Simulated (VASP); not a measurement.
# Cl (Cmce) in VASP: a series of runs

The runs below take Cl through single point, relaxation of shape and atoms at fixed volume, with PBEsol.

Program: VASP 6.6.1. These are calculated values, not measurements. Logs are shortened: lines on timing, memory, paths and dates and some standing lists are left out, and cuts for length are marked.

### Step 1. The cell of the first run

Symmetry: Cmce, No. 64, orthorhombic system. The conventional cell has a = 6.943 Å, b = 3.879 Å, c = 8.004 Å, α = 90.00°, β = 90.00°, γ = 90.00°. Within 2.7 Å of Cl (site symmetry m) lie 1 Cl at 2.03 Å.

### Step 2. Single point, PBEsol

File INCAR:

```
PREC = Accurate ; ENCUT = 500
EDIFF = 1E-6 ; ISMEAR = 0
SIGMA = 0.01 ; LREAL = False
LASPH = True ; NELM = 120
ALGO = Normal ; ISIF = 2
LWAVE = False ; LCHARG = True
GGA = PS ; LELF = True
LVHAR = True ; NBANDS = 22
GGA_COMPAT = False
```

File KPOINTS:

```
regular mesh
0
Gamma
  10 10 5
```

File POSCAR:

```
Cl
1.0
    3.4715970603     -1.9393872787      0.0000000000
    3.4715970603      1.9393872787      0.0000000000
    0.0000000000      0.0000000000      8.0040073852
Cl
4
Direct
    0.8734165105      0.1265834895      0.1112334873
    0.6265834895      0.3734165105      0.6112334873
    0.1265834895      0.8734165105      0.8887665127
    0.3734165105      0.6265834895      0.3887665127
```

Potentials or basis: VASP PAW PBE potentials, release 64 (Cl).

Command:

```
cat potpaw_PBE.64/Cl/POTCAR > POTCAR
mpirun -np 1 vasp_std > vasp.out
```

OUTCAR:

```text
PREC = Accurate
   ENCUT = 500
   EDIFF = 1E-6
   ISMEAR = 0
   LREAL = False
   LASPH = True
   NELM = 120
   ISIF = 2
   GGA = PS

 ion  position               nearest neighbor table
   1  0.873  0.127  0.111-   3 2.03
   2  0.627  0.373  0.611-   4 2.03
   3  0.127  0.873  0.889-   1 2.03
   4  0.373  0.627  0.389-   2 2.03

  LATTYP: Found a base centered orthorhombic cell.
 ALAT       =     3.8787745574
 B/A-ratio  =     1.7900483820
 C/A-ratio  =     2.0635402411

  Lattice vectors:

 A1 = (  -3.4715970603,  -1.9393872787,   0.0000000000)
 A2 = (   3.4715970603,  -1.9393872787,   0.0000000000)
 A3 = (   0.0000000000,   0.0000000000,   8.0040073852)

Analysis of symmetry for initial positions (statically):
=====================================================================
 Subroutine PRICEL returns:
 Original cell was already a primitive cell.

 Routine SETGRP: Setting up the symmetry group for a
 base centered orthorhombic supercell.

 Subroutine GETGRP returns: Found  8 space group operations
 (whereof  4 operations were pure point group operations)
 out of a pool of  8 trial point group operations.

The static configuration has the point symmetry C_2h.
 The point group associated with its full space group is D_2h.

Analysis of symmetry for dynamics (positions and initial velocities):
=====================================================================
 Subroutine PRICEL returns:
 Original cell was already a primitive cell.

 Routine SETGRP: Setting up the symmetry group for a
 base centered orthorhombic supercell.

 Subroutine GETGRP returns: Found  8 space group operations
 (whereof  4 operations were pure point group operations)
 out of a pool of  8 trial point group operations.

The dynamic configuration has the point symmetry C_2h.
 The point group associated with its full space group is D_2h.

 Subroutine INISYM returns: Found  8 space group operations
 (whereof  4 operations are pure point group operations),
 and found     1 'primitive' translations

----------------------------------------------------------------------------------------

                                     Primitive cell

  volume of cell :     107.7783

  direct lattice vectors                    reciprocal lattice vectors
     3.471597060 -1.939387279  0.000000000     0.144025931 -0.257813385  0.000000000
     3.471597060  1.939387279  0.000000000     0.144025931  0.257813385  0.000000000
     0.000000000  0.000000000  8.004007385     0.000000000  0.000000000  0.124937416

  length of vectors
     3.976582599  3.976582599  8.004007385     0.295315443  0.295315443  0.124937416

  position of ions in fractional coordinates (direct lattice)
     0.873416511  0.126583489  0.111233487
     0.626583489  0.373416511  0.611233487
     0.126583489  0.873416511  0.888766513
     0.373416511  0.626583489  0.388766513

  ion indices of the primitive-cell ions
   primitive index   ion index
                 1           1
                 2           2
                 3           3
                 4           4

----------------------------------------------------------------------------------------

 KPOINTS: regular mesh

Automatic generation of k-mesh.
 Grid dimensions read from file:
 generate k-points for:   10   10    5

 Generating k-lattice:

  Cartesian coordinates                     Fractional coordinates (reciprocal lattice)
     0.014402593 -0.025781339  0.000000000     0.100000000 -0.000000000  0.000000000
     0.014402593  0.025781339  0.000000000    -0.000000000  0.100000000  0.000000000
     0.000000000  0.000000000  0.024987483     0.000000000  0.000000000  0.200000000

  Length of vectors
     0.029531544  0.029531544  0.024987483

  Shift w.r.t. Gamma in fractional coordinates (k-lattice)
     0.000000000  0.000000000  0.000000000

 Subroutine IBZKPT returns following result:
 ===========================================

 Found     93 irreducible k-points:

 Following reciprocal coordinates:
            Coordinates               Weight
  0.000000  0.000000  0.000000      1.000000
  0.100000 -0.000000  0.000000      4.000000
  0.200000 -0.000000  0.000000      4.000000
  0.300000 -0.000000  0.000000      4.000000
  0.400000 -0.000000  0.000000      4.000000
  0.500000 -0.000000  0.000000      2.000000
[... 16 lines left out ...]
  0.300000  0.300000  0.000000      2.000000
  0.400000  0.300000  0.000000      4.000000
 [... further k-points ...]
   k-points           NKPTS =     93   k-points in BZ     NKDIM =     93   number of bands    NBANDS=     22
   number of dos      NEDOS =    301   number of ions     NIONS =      4
   total plane-waves  NPLWV =  54000
   dimension x,y,z NGX =    30 NGY =   30 NGZ =   60
   dimension x,y,z NGXF=    60 NGYF=   60 NGZF=  120
   ions per type =               4
   NGX,Y,Z   is equivalent  to a cutoff of  12.54, 12.54, 12.46 a.u.
   NGXF,Y,Z  is equivalent  to a cutoff of  25.08, 25.08, 24.92 a.u.
 SYSTEM =  unknown system
   PREC   = accura    normal or accurate (medium, high low for compatibility)
   ISTART =      0    job   : 0-new  1-cont  2-samecut
   ICHARG =      2    charge: 1-file 2-atom 10-const
   ISPIN  =      1    spin polarized calculation?
   LNONCOLLINEAR =      F non collinear calculations
   LSORBIT =      F    spin-orbit coupling
   LASPH  =      T    aspherical Exc in radial PAW
   ENCUT  =  500.0 eV  36.75 Ry    6.06 a.u.   7.25  7.25 14.59*2*pi/ulx,y,z
   NELM   =    120;   NELMIN=  2; NELMDL= -5     # of ELM steps
   EDIFF  = 0.1E-05   stopping-criterion for ELM
   LREAL  =      F    real-space projection
   EDIFFG = 0.1E-04   stopping-criterion for IOM
   NSW    =      0    number of steps for IOM
   IBRION =     -1    ionic relax: 0-MD 1-quasi-New 2-CG
   NFREE  =      0    steps in history (QN), initial steepest desc. (CG)
   ISIF   =      2    stress and relaxation
   ISYM   =      2    0-nonsym 1-usesym 2-fastsym
   POTIM  = 0.5000    time-step for ionic-motion
   TEBEG  =    0.0;   TEEND  =   0.0 temperature during run
   PSTRESS=    0.0 pullay stress
   NELECT =      28.0000    total number of electrons
   NUPDOWN=      -1.0000    fix difference up-down
   EMIN   =  10.00;   EMAX   =-10.00  energy-range for DOS
   EFERMI =   0.00;   METHOD = LEGACY
   ISMEAR =     0;   SIGMA  =   0.01  broadening in eV -4-tet -1-fermi 0-gaus
   EFERMI_NEDOS =   21; number of points for ismear=-14 and -15
   IALGO  =     38    algorithm
   IMIX   =      4    mixing-type and parameters
     AMIX     =   0.40;   BMIX     =  1.00
     AMIX_MAG =   1.60;   BMIX_MAG =  1.00
  volume/ion in A,a.u.               =      26.94       181.83
  Fermi-wavevector in a.u.,A,eV,Ry     =   1.044601  1.974009 14.846556  1.091191
  Thomas-Fermi vector in A             =   2.179361
   LORBIT       =      0    0 simple, 1 ext, 2 COOP (PROOUT), +10 PAW based schemes
   GGA     = PS    functional components
   LHFCALC =     F    Hartree Fock is set to
   AEXX    =    0.0000 exact exchange contribution
   IVDW    =     0    specifies the selected vdW correction
   LEPSILON=     F    determine dielectric tensor
   LRPA    =     F    only Hartree local field effects (RPA)
 non-spin polarized calculation
 Gauss-broadening in eV      SIGMA  =   0.01
  energy-cutoff  :      500.00
  volume of cell :      107.78
 maximum number of plane-waves:      2770
 NGX is ok and might be reduce to    30
   NGX = 15   NGY = 15   NGZ = 29

 number of electron      27.9999996 magnetization

 Free energy of the ion-electron system (eV)
  ---------------------------------------------------
  ext. energy  EPLUGINS =         0.00000000
  ---------------------------------------------------
  free energy    TOTEN  =        -8.05854905 eV

  energy without entropy =       -8.05854905  energy(sigma->0) =       -8.05854905

 E-fermi :   0.1883     XC(G=0):  -8.2354

 val. band max:        0.0991378415   @ k =   0.0000   0.0000   0.0000
 cond. band min:       2.1655897220   @ k =   0.0000   0.0000   0.0000
 fundamental gap:      2.0664518805
 Fermi energy:         0.1882954633

 k-point     1 :       0.0000    0.0000    0.0000
  band No.  band energies     occupation
      1     -16.7949      2.00000
      2     -16.3318      2.00000
      3     -13.1867      2.00000
      4     -11.9515      2.00000
      5      -5.8879      2.00000
      6      -4.1902      2.00000
[... 14 lines left out ...]
     21      10.9884      0.00000
     22      11.0731      0.00000

 k-point     2 :       0.1000   -0.0000    0.0000
  band No.  band energies     occupation
      1     -16.7654      2.00000
      2     -16.3220      2.00000
      3     -13.1575      2.00000
      4     -11.9864      2.00000
      5      -5.8818      2.00000
      6      -4.2671      2.00000
[... 14 lines left out ...]
     21      10.6407      0.00000
     22      10.9648      0.00000

 k-point     3 :       0.2000   -0.0000    0.0000
  band No.  band energies     occupation
      1     -16.6831      2.00000
      2     -16.2993      2.00000
      3     -13.0738      2.00000
      4     -12.0866      2.00000
      5      -5.8660      2.00000
      6      -4.5096      2.00000
[... 14 lines left out ...]
     21       9.9455      0.00000
     22      10.9314      0.00000

 k-point     4 :       0.3000   -0.0000    0.0000
  band No.  band energies     occupation
      1     -16.5670      2.00000
      2     -16.2818      2.00000
      3     -12.9462      2.00000
      4     -12.2381      2.00000
      5      -5.8352      2.00000
      6      -4.8863      2.00000
[... 14 lines left out ...]
     21      10.5481      0.00000
     22      10.7256      0.00000

 k-point     5 :       0.4000   -0.0000    0.0000
  band No.  band energies     occupation
      1     -16.4451      2.00000
      2     -16.2922      2.00000
      3     -12.7871      2.00000
      4     -12.4193      2.00000
      5      -5.7559      2.00000
      6      -5.2766      2.00000
[... 14 lines left out ...]
     21      10.7016      0.00000
     22      11.6885      0.00000

 k-point     6 :       0.5000   -0.0000    0.0000
  band No.  band energies     occupation
      1     -16.3469      2.00000
      2     -16.3469      2.00000
      3     -12.6078      2.00000
      4     -12.6078      2.00000
      5      -5.5778      2.00000
      6      -5.5778      2.00000
[... 14 lines left out ...]
     21      11.5497      0.00000
     22      11.5497      0.00000

 k-point     7 :       0.1000    0.1000    0.0000
  band No.  band energies     occupation
      1     -16.7806      2.00000
      2     -16.3212      2.00000
      3     -13.1718      2.00000
      4     -11.9486      2.00000
      5      -5.8750      2.00000
      6      -4.1988      2.00000
[... 324 lines left out ...]
      6      -5.3541      2.00000
[... 14 lines left out ...]
     21      10.8863      0.00000
     22      11.1511      0.00000

 k-point    21 :      -0.3000    0.2000    0.0000
  band No.  band energies     occupation
      1     -16.3606      2.00000
      2     -16.3337      2.00000
      3     -12.6408      2.00000
      4     -12.5732      2.00000
      5      -5.6335      2.00000
      6      -5.4936      2.00000
[... 14 lines left out ...]
     21      10.7920      0.00000
     22      10.8276      0.00000

 k-point    22 :      -0.2000    0.2000    0.0000
  band No.  band energies     occupation
      1     -16.4696      2.00000
      2     -16.2981      2.00000
      3     -12.8201      2.00000
      4     -12.4035      2.00000
      5      -5.7912      2.00000
      6      -5.2112      2.00000
[... 14 lines left out ...]
     21      10.4658      0.00000
     22      10.7292      0.00000

 k-point    23 :       0.3000    0.3000    0.0000
  band No.  band energies     occupation
      1     -16.6948      2.00000
      2     -16.2585      2.00000
      3     -13.0826      2.00000
      4     -11.9316      2.00000
      5      -5.7906      2.00000
      6      -4.2483      2.00000
[... 14 lines left out ...]
     21      10.0226      0.00000
     22      10.2002      0.00000

 k-point    24 :       0.4000    0.3000    0.0000
  band No.  band energies     occupation
      1     -16.6510      2.00000
      2     -16.2403      2.00000
      3     -13.0379      2.00000
      4     -11.9680      2.00000
      5      -5.7666      2.00000
      6      -4.3425      2.00000
[... 14 lines left out ...]
     21      10.1468      0.00000
     22      10.2980      0.00000

 [... further k-points ...]

------------------------ aborting loop because EDIFF is reached ----------------------------------------

  FORCE on cell =-STRESS in cart. coord.  units (eV):
  Direction    XX          YY          ZZ          XY          YZ          ZX
  --------------------------------------------------------------------------------------
  -------------------------------------------------------------------------------------
  Total       -0.0566855     -0.1286290     -0.3997251      0.0000000      0.0000000      0.0000000
  in kB       -0.8426573     -1.9121334     -5.9421091      0.0000000      0.0000000      0.0000000
  external PRESSURE =      -2.8989666 kB  Pullay stress =       0.0000000 kB

 VOLUME and BASIS-vectors are now :
 -----------------------------------------------------------------------------
  energy-cutoff  :      500.00
  volume of cell :      107.78
      direct lattice vectors                 reciprocal lattice vectors
     3.471597060 -1.939387279  0.000000000     0.144025931 -0.257813385  0.000000000
     3.471597060  1.939387279  0.000000000     0.144025931  0.257813385  0.000000000
     0.000000000  0.000000000  8.004007385     0.000000000  0.000000000  0.124937416

 POSITION                                       TOTAL-FORCE (eV/Angst)
 -----------------------------------------------------------------------------------
      3.47160     -1.44840      0.89031         0.000000     -0.065103     -0.127786
      3.47160     -0.49099      4.89232         0.000000      0.065103     -0.127786
      3.47160      1.44840      7.11369         0.000000      0.065103      0.127786
      3.47160      0.49099      3.11169         0.000000     -0.065103      0.127786
 -----------------------------------------------------------------------------------
    total drift:                                0.000000     -0.000000      0.000000

  FREE ENERGIE OF THE ION-ELECTRON SYSTEM (eV)
  ---------------------------------------------------
  free  energy   TOTEN  =        -8.0585490515 eV

  energy  without entropy=       -8.0585490515  energy(sigma->0) =       -8.05854905
```

Run time: 2.1 min. Hardware: 1 thread of Intel Xeon Platinum 8488C (Sapphire Rapids), shared host; peak memory 0.3 GiB.

What came out:

```yaml
Free_energy: -8.0585 eV
Pressure: -0.3 GPa
Largest_force: 0.143 eV/Å
Band_gap_on_the_k_mesh: 2.07 eV
```

Forces in eV/Å, atoms in the order of the input:
```
Cl   0.000 -0.065 -0.128
Cl   0.000  0.065 -0.128
Cl   0.000  0.065  0.128
Cl   0.000 -0.065  0.128
```

Stress tensor (GPa, compression positive):
```
-0.08  0.00  0.00
 0.00 -0.19  0.00
 0.00  0.00 -0.59
```

Levels at points of the mesh, in eV from the valence-band top:
```csv
k point,band 10,band 11,band 12,band 13,band 14,band 15,band 16,band 17,band 18,band 19
"(0.00, 0.00, 0.00)",-2.38,-1.20,-0.49,-0.47,0.00,2.07,3.06,6.35,6.88,8.13
"(0.50, 0.00, 0.00)",-2.82,-1.10,-1.10,-0.56,-0.56,2.96,2.96,7.63,7.63,9.93
"(0.50, 0.50, 0.00)",-2.60,-1.64,-1.32,-0.50,-0.20,2.11,2.95,8.06,8.20,8.81
```

Caveat: this functional lacks dispersion, which holds the molecules together, so the pressure and a relaxed volume are unreliable; the PAW data sets were made with another functional, which shifts forces and pressure a little.

[end of part 1 of 2]
